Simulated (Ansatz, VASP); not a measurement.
**Two plane-wave programs on Se**

File INCAR:

```
SYSTEM = Se
ALGO     = Normal         ! electronic algorithm
EDIFF    = 1E-6           ! SCF threshold, eV
ENCUT    = 520            ! plane-wave cutoff, eV
GGA      = CA             ! functional
ISIF     = 2              ! what is computed and relaxed
ISMEAR   = 0              ! smearing method
LASPH    = .True.         ! aspherical terms in the spheres
LCHARG   = .False.        ! write CHGCAR
LREAL    = .False.        ! projectors in reciprocal space
LWAVE    = .False.        ! write WAVECAR
NBANDS   = 9              ! bands
NELM     = 60             ! most SCF steps
PREC     = Accurate       ! precision mode
SIGMA    = 0.15           ! smearing width, eV
```

The input KPOINTS:

```
k-points
0
Gamma
  16 16 16
  0 0 0
```

Contents of POSCAR:

```
Se
1.0
    2.7262461294      0.0000000000      0.0000000000
    0.0000000000      2.7262461294      0.0000000000
    0.0000000000      0.0000000000      2.8105630200
Se
1
Direct
    0.0000000000      0.0000000000      0.0000000000
```

Input for Ansatz:

```yaml
crystal:
  lattice:
    - [2.7262461294, 0.0, 0.0]
    - [0.0, 2.7262461294, 0.0]
    - [0.0, 0.0, 2.81056302]
  atoms:
    - { symbol: Se, position: [0.0, 0.0, 0.0] }
basis:
  ecutwfc: 420
kpoints:
  mp_grid: { grid: [16, 16, 16] }
hamiltonian:
  xc: lda
scf:
  occupations: { method: gaussian, width: 0.15 }
output:
  forces: true
  stress: true
  eigenvalues: true
```

Change from the starting cell: strain -0.030 along x and y, +0.000 along z, atoms carried along.

Alike in both runs: task single point; functional LDA; k mesh 16 × 16 × 16; occupations gaussian, width 0.15 eV; no spin polarisation.

|  | VASP | Ansatz |
| --- | --- | --- |
| version | VASP 6.6.1 | Ansatz 0.2.0 |
| potentials or method | VASP PAW LDA potentials, release 64 (Se), cutoff 520 eV | scalar-relativistic, plane waves, PAW |
| valence electrons in the cell | 6 | 16 |

VASP gave:

| Quantity | Value |
| --- | --- |
| gap on the k mesh at the Fermi level (eV) | none |
| pressure (GPa) | 1.7 |
| traceless stress, the component that is largest in VASP (GPa) | -1.76 |

Task: Estimate Ansatz's values.

Result: gap on the k mesh at the Fermi level (eV): none; pressure (GPa): 1.5; traceless stress, the component that is largest in VASP (GPa): -1.73.

LDA's correlation is that of Perdew and Zunger in VASP and of Perdew and Wang (1992) in Ansatz. A gap of «none» marks a metal or a gap that the smearing closes. VASP's potentials hold 6 valence electrons a cell and Ansatz's 16, so a difference there can come from the potentials and not from the codes.
